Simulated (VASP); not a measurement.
SbTe2O:

```
Sb Te O
1.0
     4.11584    0.00000    0.00000
     0.00000    4.11584    0.00000
     0.00000    0.00000    6.10174
Sb Te O
1 2 1
Direct
  0.00000 0.00000 0.00000
  0.00000 0.00000 0.50000
  0.50000 0.50000 0.00000
  0.50000 0.50000 0.50000
```

```yaml
Program: VASP 6.6.1
Task: relaxation of cell and atoms
Functional: PBE
Potentials_or_basis: VASP PAW PBE potentials, release 64 (Sb, Te, O)
Cutoff: 600 eV
k_mesh: 12 × 12 × 8
Occupations: gaussian, width 0.1 eV
Spin: no spin polarisation
```

At the start: pressure -0.1 GPa; volume 25.84 Å³/atom.

Q: Where does the relaxation end?

A: Over 6 steps the energy falls by 6.8 meV/atom and the volume is 25.71 Å³/atom (-0.5 %); space group P4/mmm (No. 123, to 0.05 Å).

Step by step:
```csv
step,energy change (eV),largest force (eV/Å),pressure (GPa),volume (Å³)
1,0.0000,0.0000,-0.12,103.36
2,-0.0132,0.0000,-0.03,103.06
3,-0.0238,0.0000,0.48,102.07
4,-0.0267,0.0000,0.28,102.40
5,-0.0266,0.0000,-0.25,103.31
6,-0.0270,0.0000,-0.05,102.84
```

Final structure:
```
Sb Te O
1.0
     4.17716    0.00000    0.00000
     0.00000    4.17716    0.00000
     0.00000    0.00000    5.89406
Sb Te O
1 2 1
Direct
  0.00000 0.00000 0.00000
  0.00000 0.00000 0.50000
  0.50000 0.50000 0.00000
  0.50000 0.50000 0.50000
```
